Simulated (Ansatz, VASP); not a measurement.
# Ru: VASP beside Ansatz

Contents of INCAR:

```
SYSTEM = Ru
  ALGO = Normal
  EDIFF = 1E-6
  ENCUT = 520
  GGA = PE
  ISIF = 2
  ISMEAR = -1
  LASPH = .True.
  LCHARG = .True.
  LELF = .True.
  LREAL = .False.
  LVHAR = .True.
  LWAVE = .False.
  NBANDS = 21
  NELM = 100
  PREC = Accurate
  SIGMA = 0.03
```

The input KPOINTS:

```
k-points
0
Gamma
  14 14 8
  0 0 0
```

POSCAR

```
Ru
1.0
    2.6516833475      0.0000000000      0.0000000000
   -1.3258416738      2.2964251418      0.0000000000
    0.0000000000      0.0000000000      4.2819000000
Ru
2
Direct
    0.3333333333      0.6666666667      0.2500000000
    0.6666666667      0.3333333333      0.7500000000
```

Input for Ansatz:

```yaml
crystal:
  lattice:
    - [2.6516833475, 0.0, 0.0]
    - [-1.3258416738, 2.2964251418, 0.0]
    - [0.0, 0.0, 4.2819]
  atoms:
    - { symbol: Ru, position: [0.3333333333, 0.6666666667, 0.25] }
    - { symbol: Ru, position: [0.6666666667, 0.3333333333, 0.75] }
kpoints:
  mp_grid: { grid: [14, 14, 8] }
  band_path:
    path:
      - [0.0, 0.0, 0.0]
      - [0.5, 0.0, 0.0]
      - [0.3333333333, 0.3333333333, 0.0]
      - [0.0, 0.0, 0.0]
      - [0.0, 0.0, 0.5]
      - [0.5, 0.0, 0.5]
      - [0.3333333333, 0.3333333333, 0.5]
      - [0.0, 0.0, 0.5]
      - [0.5, 0.0, 0.5]
    npoints: 5
scf:
  occupations: { method: fermi_dirac, width: 0.03 }
hamiltonian:
  xc: pbe
  pseudopotentials: { kind: all_electron, lapw: { basis_error: 0.0005 } }
output:
  forces: true
  stress: true
  eigenvalues: true
```

Change from the starting cell: equal xx and yy strain of -2 %.

Alike in both runs: task single point; functional PBE; k mesh 14 × 14 × 8; occupations fermi-dirac, width 0.03 eV; no spin polarisation.

|  | VASP | Ansatz |
| --- | --- | --- |
| version | VASP 6.6.1 | Ansatz 0.2.0 |
| potentials or method | VASP PAW PBE potentials, release 64 (Ru_pv), cutoff 520 eV | all-electron LAPW, scalar-relativistic |

VASP gave:

```
pressure (GPa)                                                : 19.3
traceless stress, the component that is largest in VASP (GPa) : -8.12
```

Q: What did Ansatz give for the same quantities?

A: Pressure (GPa): 19.3; traceless stress, the component that is largest in VASP (GPa): -8.16.

Ansatz ran all-electron here, and VASP with PAW potentials.
